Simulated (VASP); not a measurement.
The system is Sn2TeAs2.

```
Sn Te As
1.0
     5.31184    0.00000    0.00000
    -2.65592    4.60019    0.00000
     0.00000    0.00000    5.98717
Sn Te As
2 1 2
Direct
  0.33333 0.66667 0.00000
  0.66667 0.33333 0.00000
  0.00000 0.00000 0.00000
  0.33333 0.66667 0.50000
  0.66667 0.33333 0.50000
```

The cell was built from a structure type or drawn by symmetry, and may not be a known phase.

| Item | Value |
| --- | --- |
| Program | VASP 6.6.1 |
| Task | relaxation of cell and atoms |
| Functional | PBE |
| Potentials or basis | VASP PAW PBE potentials, release 64 (Sn_d, Te, As) |
| Cutoff | 600 eV |
| k mesh | 6 × 6 × 4 |
| Occupations | gaussian, width 0.1 eV |
| Spin | no spin polarisation |

At the start: pressure 0.1 GPa; volume 29.26 Å³/atom.

Question: How do energy, volume and symmetry change on relaxing?

Answer: Over 4 steps the energy falls by 6.8 meV/atom and the volume is 29.05 Å³/atom (-0.7 %); space group P6/mmm (No. 191, to 0.1 Å) before and after.

The path:
```csv
step,energy change (eV),largest force (eV/Å),pressure (GPa),volume (Å³)
1,0.0000,0.0000,0.06,146.30
2,-0.0331,0.0000,-0.30,146.50
3,-0.0332,0.0000,-0.32,146.50
4,-0.0341,0.0000,0.07,145.27
```

Final structure:
```xyz
5
Lattice="5.3585 0.0000 0.0000 -2.6792 4.6406 0.0000 0.0000 0.0000 5.8420" Properties=species:S:1:pos:R:3 pbc="T T T"
Sn    0.0000    3.0937    0.0000
Sn    2.6792    1.5469    5.8420
Te    0.0000    0.0000    0.0000
As    0.0000    3.0937    2.9210
As    2.6792    1.5469    2.9210
```
